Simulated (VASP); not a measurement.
A run of VASP 6.6.1:

The input INCAR:

```
ALGO = Normal
EDIFF = 1E-6
ENCUT = 520
GGA = PS
ISIF = 2
ISMEAR = 0
LASPH = T
LCHARG = T
LELF = T
LREAL = F
LVHAR = T
LWAVE = F
NBANDS = 20
NELM = 100
PREC = Accurate
SIGMA = 0.05
```

Contents of KPOINTS:

```
k-points
0
Gamma
  6 6 4
```

The input POSCAR:

```
NaLiICl
1.0
    4.2553014400      0.0000000000      0.0000000000
    0.0000000000      4.2553014400      0.0000000000
    0.0000000000      0.0000000000      6.4639577600
Na Li I Cl
1 1 1 1
Direct
    0.5000000000      0.5000000000      0.5000000000
    0.0000000000      0.0000000000      0.0000000000
    0.5000000000      0.5000000000      0.0000000000
    0.0000000000      0.0000000000      0.5000000000
```

Potentials or basis: VASP PAW PBE potentials, release 64 (Na_pv, Li_sv, I, Cl).

Command:

```console
$ cat potpaw_PBE.64/Na_pv/POTCAR potpaw_PBE.64/Li_sv/POTCAR potpaw_PBE.64/I/POTCAR potpaw_PBE.64/Cl/POTCAR > POTCAR
$ mpirun -np 1 vasp_std > vasp.out
```

Hardware: 1 thread of Intel(R) Xeon(R) Platinum 8175M CPU @ 2.50GHz (Skylake/Cascade Lake), with other jobs on the host.

Question: How long does it take, and how much memory?

Answer: Run time: 39 s on 1 thread of Intel(R) Xeon(R) Platinum 8175M CPU @ 2.50GHz (Skylake/Cascade Lake), with other jobs on the host, peak memory 0.25 GiB. Counts: scf iterations 12, k points 30.
